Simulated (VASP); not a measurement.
A run of VASP 6.6.1:

Contents of INCAR:

```
SYSTEM = Mg2Ge2N
PREC     = Accurate       ! precision mode
ENCUT    = 520            ! plane-wave cutoff, eV
EDIFF    = 1E-6           ! SCF threshold, eV
ISMEAR   = 0              ! smearing method
SIGMA    = 0.1            ! smearing width, eV
LREAL    = .FALSE.        ! projectors in reciprocal space
LASPH    = .TRUE.         ! aspherical terms in the spheres
NELM     = 80             ! most SCF steps
ALGO     = Normal         ! electronic algorithm
ISIF     = 2              ! what is computed and relaxed
LWAVE    = .FALSE.        ! write WAVECAR
LCHARG   = .FALSE.        ! write CHGCAR
GGA      = PE             ! functional
NBANDS   = 26             ! bands
```

The input KPOINTS:

```
regular mesh
0
G
  12 12 6
  0 0 0
```

File POSCAR:

```
Mg2Ge2N
1.0
    4.1906858787      0.0000000000      0.0000000000
   -2.0953429394      3.6292404302      0.0000000000
    0.0000000000      0.0000000000      5.9631014029
Mg Ge N
2 2 1
Direct
    0.3333333333      0.6666666667      0.0000000000
    0.6666666667      0.3333333333      0.0000000000
    0.3333333333      0.6666666667      0.5000000000
    0.6666666667      0.3333333333      0.5000000000
    0.0000000000      0.0000000000      0.0000000000
```

Potentials or basis: VASP PAW PBE potentials, release 64 (Mg, Ge_d, N).

The run is started by

```console
$ cat potpaw_PBE.64/Mg/POTCAR potpaw_PBE.64/Ge_d/POTCAR potpaw_PBE.64/N/POTCAR > POTCAR
$ mpirun -np 1 vasp_std > vasp.out
```

Hardware: 1 thread of Intel(R) Xeon(R) Platinum 8259CL CPU @ 2.50GHz (Skylake/Cascade Lake), on a shared host.

Question: Estimate the wall time of this run.

Answer: It took 2.9 min on 1 thread of Intel(R) Xeon(R) Platinum 8259CL CPU @ 2.50GHz (Skylake/Cascade Lake), with other jobs on the host, peak memory 0.33 GiB. Counts: scf iterations 15, k points 76.
